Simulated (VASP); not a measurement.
# Al4B3P (P-3m1) in VASP: a series of runs

Al4B3P is run at these levels: PBE; tasks: relaxation of cell and atoms.

All numbers are computed with VASP 6.6.1; they aren't measurements. Logs are shortened: lines on timing, memory, paths and dates and some standing lists are left out, and cuts for length are marked.

**1. The cell of the first run**

It takes space group P-3m1 (No. 164, trigonal). Conventional cell: a = 3.509 Å, b = 3.509 Å, c = 9.629 Å, α = 90.00°, β = 90.00°, γ = 120.00°. Within 3.3 Å of Al (site symmetry 3m) lie 3 B at 2.50 Å and 3 P at 2.58 Å and 3 Al at 2.85 Å. Within 2.9 Å of Al (site symmetry 3m) lie 6 B at 2.10 to 2.36 Å and 3 Al at 2.85 Å. B (site symmetry -3m) has 2 B at 1.74 Å and 6 Al at 2.36 Å within 2.4 Å. Within 2.3 Å of B (site symmetry 3m) lie 1 B at 1.74 Å and 3 Al at 2.10 Å. P (site symmetry -3m) has 6 Al at 2.58 Å and 2 B at 3.08 Å and 6 P at 3.51 Å within 3.6 Å.

The cell was generated, and may not be a known phase.

**2. Relaxation of cell and atoms, PBE**

INCAR reads:

```
PREC = Accurate
ENCUT = 600
EDIFF = 1E-6
ISMEAR = 0
SIGMA = 0.1
LREAL = False
LASPH = True
NELM = 80
ALGO = Normal
ISIF = 3
LWAVE = False
LCHARG = False
GGA = PE
IBRION = 2
NSW = 100
EDIFFG = -0.01
```

KPOINTS reads:

```
Automatic mesh
0
Gamma
  12 12 4
```

POSCAR reads:

```
Al4B3P
1.0
    3.5091543447      0.0000000000      0.0000000000
   -1.7545771724      3.0390168084      0.0000000000
    0.0000000000      0.0000000000      9.6288132458
Al B P
4 3 1
Direct
    0.6666666667      0.3333333333      0.3335252171
    0.6666666667      0.3333333333      0.8749880363
    0.3333333333      0.6666666667      0.6664747829
    0.3333333333      0.6666666667      0.1250119637
    0.0000000000      0.0000000000      0.0000000000
    0.0000000000      0.0000000000      0.8194025345
    0.0000000000      0.0000000000      0.1805974655
    0.0000000000      0.0000000000      0.5000000000
```

Potentials or basis: VASP PAW PBE potentials, release 64 (Al, B, P).

Run with:

```
$ cat potpaw_PBE.64/Al/POTCAR potpaw_PBE.64/B/POTCAR potpaw_PBE.64/P/POTCAR > POTCAR
$ mpirun -np 1 vasp_std > vasp.out
```

OUTCAR:

```text
PREC = Accurate
   ENCUT = 600
   EDIFF = 1E-6
   ISMEAR = 0
   LREAL = False
   LASPH = True
   NELM = 80
   ISIF = 3
   GGA = PE
   IBRION = 2
   NSW = 100
   EDIFFG = -0.01

 ion  position               nearest neighbor table
   1  0.667  0.333  0.334-   7 2.50   7 2.50   7 2.50   8 2.58   8 2.58   8 2.58   4 2.85   4 2.85
                             4 2.85
   2  0.667  0.333  0.875-   6 2.10   6 2.10   6 2.10   5 2.36   5 2.36   5 2.36   3 2.85   3 2.85
                             3 2.85   4 3.15   4 3.15   4 3.15
   3  0.333  0.667  0.666-   6 2.50   6 2.50   6 2.50   8 2.58   8 2.58   8 2.58   2 2.85   2 2.85
                             2 2.85
   4  0.333  0.667  0.125-   7 2.10   7 2.10   7 2.10   5 2.36   5 2.36   5 2.36   1 2.85   1 2.85
                             1 2.85   2 3.15   2 3.15   2 3.15
   5  0.000  0.000  0.000-   6 1.74   7 1.74   2 2.36   4 2.36   2 2.36   4 2.36   2 2.36   4 2.36

   6  0.000  0.000  0.819-   5 1.74   2 2.10   2 2.10   2 2.10   3 2.50   3 2.50   3 2.50
   7  0.000  0.000  0.181-   5 1.74   4 2.10   4 2.10   4 2.10   1 2.50   1 2.50   1 2.50
   8  0.000  0.000  0.500-   3 2.58   1 2.58   3 2.58   1 2.58   3 2.58   1 2.58

  LATTYP: Found a hexagonal cell.
 ALAT       =     3.5091543447
 C/A-ratio  =     2.7439127208

  Lattice vectors:

 A1 = (   3.5091543447,   0.0000000000,   0.0000000000)
 A2 = (  -1.7545771724,   3.0390168084,   0.0000000000)
 A3 = (   0.0000000000,   0.0000000000,   9.6288132458)

Analysis of symmetry for initial positions (statically):
=====================================================================
 Subroutine PRICEL returns:
 Original cell was already a primitive cell.

 Routine SETGRP: Setting up the symmetry group for a
 hexagonal supercell.

 Subroutine GETGRP returns: Found 12 space group operations
 (whereof 12 operations were pure point group operations)
 out of a pool of 24 trial point group operations.

The static configuration has the point symmetry D_3d.

Analysis of symmetry for dynamics (positions and initial velocities):
=====================================================================
 Subroutine PRICEL returns:
 Original cell was already a primitive cell.

 Routine SETGRP: Setting up the symmetry group for a
 hexagonal supercell.

 Subroutine GETGRP returns: Found 12 space group operations
 (whereof 12 operations were pure point group operations)
 out of a pool of 24 trial point group operations.

The dynamic configuration has the point symmetry D_3d.

 Subroutine INISYM returns: Found 12 space group operations
 (whereof 12 operations are pure point group operations),
 and found     1 'primitive' translations

----------------------------------------------------------------------------------------

                                     Primitive cell

  volume of cell :     102.6853

  direct lattice vectors                    reciprocal lattice vectors
     3.509154345  0.000000000  0.000000000     0.284968942  0.164526895  0.000000000
    -1.754577172  3.039016808  0.000000000     0.000000000  0.329053790  0.000000000
     0.000000000  0.000000000  9.628813246     0.000000000  0.000000000  0.103854958

  length of vectors
     3.509154345  3.509154345  9.628813246     0.329053790  0.329053790  0.103854958

  position of ions in fractional coordinates (direct lattice)
     0.666666667  0.333333333  0.333525217
     0.666666667  0.333333333  0.874988036
     0.333333333  0.666666667  0.666474783
     0.333333333  0.666666667  0.125011964
     0.000000000  0.000000000  0.000000000
     0.000000000  0.000000000  0.819402535
     0.000000000  0.000000000  0.180597465
     0.000000000  0.000000000  0.500000000

  ion indices of the primitive-cell ions
   primitive index   ion index
                 1           1
                 2           2
                 3           3
                 4           4
                 5           5
                 6           6
                 7           7
                 8           8

----------------------------------------------------------------------------------------

 KPOINTS: Automatic mesh

Automatic generation of k-mesh.
 Grid dimensions read from file:
 generate k-points for:   12   12    4

 Generating k-lattice:

  Cartesian coordinates                     Fractional coordinates (reciprocal lattice)
     0.023747412  0.013710575  0.000000000     0.083333333 -0.000000000  0.000000000
     0.000000000  0.027421149  0.000000000     0.000000000  0.083333333  0.000000000
     0.000000000  0.000000000  0.025963740     0.000000000  0.000000000  0.250000000

  Length of vectors
     0.027421149  0.027421149  0.025963740

  Shift w.r.t. Gamma in fractional coordinates (k-lattice)
     0.000000000  0.000000000  0.000000000

 Subroutine IBZKPT returns following result:
 ===========================================

 Found     69 irreducible k-points:

 Following reciprocal coordinates:
            Coordinates               Weight
  0.000000  0.000000  0.000000      1.000000
  0.083333  0.000000  0.000000      6.000000
  0.166667 -0.000000  0.000000      6.000000
  0.250000 -0.000000  0.000000      6.000000
  0.333333 -0.000000  0.000000      6.000000
  0.416667  0.000000  0.000000      6.000000
[... 16 lines left out ...]
  0.166667 -0.000000  0.250000      6.000000
  0.000000  0.166667  0.250000      6.000000
 [... further k-points ...]
   k-points           NKPTS =     69   k-points in BZ     NKDIM =     69   number of bands    NBANDS=     18
   number of dos      NEDOS =    301   number of ions     NIONS =      8
   total plane-waves  NPLWV =  62720
   dimension x,y,z NGX =    28 NGY =   28 NGZ =   80
   dimension x,y,z NGXF=    56 NGYF=   56 NGZF=  160
   ions per type =               4   3   1
   NGX,Y,Z   is equivalent  to a cutoff of  13.26, 13.26, 13.81 a.u.
   NGXF,Y,Z  is equivalent  to a cutoff of  26.53, 26.53, 27.62 a.u.
 SYSTEM =  unknown system
   PREC   = accura    normal or accurate (medium, high low for compatibility)
   ISTART =      0    job   : 0-new  1-cont  2-samecut
   ICHARG =      2    charge: 1-file 2-atom 10-const
   ISPIN  =      1    spin polarized calculation?
   LNONCOLLINEAR =      F non collinear calculations
   LSORBIT =      F    spin-orbit coupling
   LASPH  =      T    aspherical Exc in radial PAW
   ENCUT  =  600.0 eV  44.10 Ry    6.64 a.u.   7.01  7.01 19.23*2*pi/ulx,y,z
   NELM   =     80;   NELMIN=  2; NELMDL= -5     # of ELM steps
   EDIFF  = 0.1E-05   stopping-criterion for ELM
   LREAL  =      F    real-space projection
   EDIFFG = -.1E-01   stopping-criterion for IOM
   NSW    =    100    number of steps for IOM
   IBRION =      2    ionic relax: 0-MD 1-quasi-New 2-CG
   NFREE  =      1    steps in history (QN), initial steepest desc. (CG)
   ISIF   =      3    stress and relaxation
   ISYM   =      2    0-nonsym 1-usesym 2-fastsym
   POTIM  = 0.5000    time-step for ionic-motion
   TEBEG  =    0.0;   TEEND  =   0.0 temperature during run
   PSTRESS=    0.0 pullay stress
   NELECT =      26.0000    total number of electrons
   NUPDOWN=      -1.0000    fix difference up-down
   EMIN   =  10.00;   EMAX   =-10.00  energy-range for DOS
   EFERMI =   0.00;   METHOD = LEGACY
   ISMEAR =     0;   SIGMA  =   0.10  broadening in eV -4-tet -1-fermi 0-gaus
   EFERMI_NEDOS =   21; number of points for ismear=-14 and -15
   IALGO  =     38    algorithm
   IMIX   =      4    mixing-type and parameters
     AMIX     =   0.40;   BMIX     =  1.00
     AMIX_MAG =   1.60;   BMIX_MAG =  1.00
  volume/ion in A,a.u.               =      12.84        86.62
  Fermi-wavevector in a.u.,A,eV,Ry     =   1.035690  1.957171 14.594344  1.072654
  Thomas-Fermi vector in A             =   2.170045
   LORBIT       =      0    0 simple, 1 ext, 2 COOP (PROOUT), +10 PAW based schemes
   GGA     = PE    functional components
   LHFCALC =     F    Hartree Fock is set to
   AEXX    =    0.0000 exact exchange contribution
   IVDW    =     0    specifies the selected vdW correction
   LEPSILON=     F    determine dielectric tensor
   LRPA    =     F    only Hartree local field effects (RPA)
 conjugate gradient relaxation of ions
 non-spin polarized calculation
 Gauss-broadening in eV      SIGMA  =   0.10
  energy-cutoff  :      600.00
  volume of cell :      102.69
 maximum number of plane-waves:      3453
   NGX = 13   NGY = 13   NGZ = 39

--------------------------------------- Ionic step        1  -------------------------------------------

 number of electron      26.0000001 magnetization

 Free energy of the ion-electron system (eV)
  ---------------------------------------------------
  ext. energy  EPLUGINS =         0.00000000
  ---------------------------------------------------
  free energy    TOTEN  =       -39.47524991 eV

  energy without entropy =      -39.46740994  energy(sigma->0) =      -39.47132992

------------------------ aborting loop because EDIFF is reached ----------------------------------------

  FORCE on cell =-STRESS in cart. coord.  units (eV):
  Direction    XX          YY          ZZ          XY          YZ          ZX
  --------------------------------------------------------------------------------------
  -------------------------------------------------------------------------------------
  Total       -0.2834916     -0.2834916     -0.2059659      0.0000000      0.0000000      0.0000000
  in kB       -4.4232603     -4.4232603     -3.2136428      0.0000000      0.0000000      0.0000000
  external PRESSURE =      -4.0200545 kB  Pullay stress =       0.0000000 kB
[... 279 lines left out ...]
  energy  without entropy=      -39.4716444514  energy(sigma->0) =      -39.47488378

--------------------------------------- Ionic step        8  -------------------------------------------

 number of electron      26.0000001 magnetization

 Free energy of the ion-electron system (eV)
  ---------------------------------------------------
  ext. energy  EPLUGINS =         0.00000000
  ---------------------------------------------------
  free energy    TOTEN  =       -39.47817924 eV

  energy without entropy =      -39.47169550  energy(sigma->0) =      -39.47493737

 E-fermi :   7.6808     XC(G=0): -10.6144

 val. band max:        7.6725624759   @ k =   0.0000   0.4167   0.2500
 cond. band min:       7.7375715631   @ k =  -0.0833   0.5000   0.2500
 fundamental gap:      0.0650090872
 Fermi energy:         7.6808469422

 k-point     1 :       0.0000    0.0000    0.0000
  band No.  band energies     occupation
      1      -5.6318      2.00000
      2      -4.4895      2.00000
      3      -3.6819      2.00000
      4       0.4641      2.00000
      5       0.6433      2.00000
      6       5.4522      2.00000
[... 10 lines left out ...]
     17      11.3750      0.00000
     18      11.3750      0.00000
[... 466 lines left out ...]
      2      -4.3687      2.00000
      3      -2.9795      2.00000
      4      -0.1754      2.00000
      5       2.0972      2.00000
      6       3.6899      2.00000
[... 10 lines left out ...]
     17      10.8396      0.00000
     18      11.5184      0.00000

 [... further k-points ...]

------------------------ aborting loop because EDIFF is reached ----------------------------------------

  FORCE on cell =-STRESS in cart. coord.  units (eV):
  Direction    XX          YY          ZZ          XY          YZ          ZX
  --------------------------------------------------------------------------------------
  -------------------------------------------------------------------------------------
  Total       -0.0023559     -0.0023559      0.0225422      0.0000000     -0.0000000      0.0000000
  in kB       -0.0368617     -0.0368617      0.3527041      0.0000000     -0.0000000      0.0000000
  external PRESSURE =       0.0929935 kB  Pullay stress =       0.0000000 kB
[... 23 lines left out ...]
  FREE ENERGIE OF THE ION-ELECTRON SYSTEM (eV)
  ---------------------------------------------------
  free  energy   TOTEN  =       -39.4781792398 eV

  energy  without entropy=      -39.4716955013  energy(sigma->0) =      -39.47493737

 reached required accuracy - stopping structural energy minimisation
```

It took 9.6 min on 1 thread of Intel Xeon 8259CL, shared host; peak memory 0.35 GiB.

What came out:

| Quantity | Value |
| --- | --- |
| Free energy | -39.4782 eV |
| Relaxed volume | 12.80 Å³/atom |
| Relaxed cell | a = 3.508 Å, b = 3.508 Å, c = 9.607 Å, α = 90.00°, β = 90.00°, γ = 120.00° |
| Space group after relaxing (to 0.1 Å) | P-3m1 (No. 164) |
| Energy gained by relaxing | 0.4 meV/atom |
| Ionic steps | 8 |
| Pressure after relaxing | 0.0 GPa |
| Largest force after relaxing | 0.007 eV/Å |
| Band gap on the k mesh | zero (bands 13 and 14 overlap by 3.18 eV) |

Forces in eV/Å, atoms in the order of the input:
```
Al   0.000  0.000  0.000
Al   0.000  0.000 -0.006
Al   0.000  0.000  0.000
Al   0.000  0.000  0.006
B    0.000  0.000  0.000
B    0.000  0.000  0.007
B    0.000  0.000 -0.007
P    0.000  0.000  0.000
```

The path:
| step | energy change (eV) | largest force (eV/Å) | pressure (GPa) | volume (Å³) |
| --- | --- | --- | --- | --- |
| 1 | 0.0000 | 0.1226 | -0.40 | 102.69 |
| 2 | -0.0016 | 0.0722 | 0.17 | 102.21 |
| 3 | -0.0016 | 0.0646 | 0.26 | 102.14 |
| 4 | -0.0024 | 0.0268 | 0.12 | 102.26 |
| 5 | -0.0027 | 0.0282 | -0.02 | 102.38 |
| 6 | -0.0029 | 0.0207 | 0.01 | 102.38 |
| 7 | -0.0029 | 0.0211 | 0.01 | 102.38 |
| 8 | -0.0029 | 0.0072 | 0.01 | 102.40 |

Final structure:
```
Al B P
1.0
     3.50830    0.00000    0.00000
    -1.75415    3.03828    0.00000
     0.00000    0.00000    9.60662
Al B P
4 3 1
Direct
  0.66667 0.33333 0.33548
  0.66667 0.33333 0.87409
  0.33333 0.66667 0.66452
  0.33333 0.66667 0.12591
  0.00000 0.00000 0.00000
  0.00000 0.00000 0.81918
  0.00000 0.00000 0.18082
  0.00000 0.00000 0.50000
```

Levels at points of the mesh, in eV from the Fermi level:
```tsv
k point	band 11	band 12	band 13	band 14	band 15	band 16
(0.00, 0.00, 0.00)	0.27	0.27	0.93	2.96	3.40	3.40
(0.50, 0.00, 0.00)	-1.92	-1.46	-1.03	-0.40	0.40	1.86
(0.00, 0.00, 0.50)	0.62	0.62	1.59	3.31	3.31	3.40
(0.50, 0.00, 0.50)	-2.27	-1.35	-0.91	0.33	0.45	1.29
```

(Part 1 of 2 ends here.)

The gap in the log of VASP goes by the Fermi energy; the results here count the filled bands.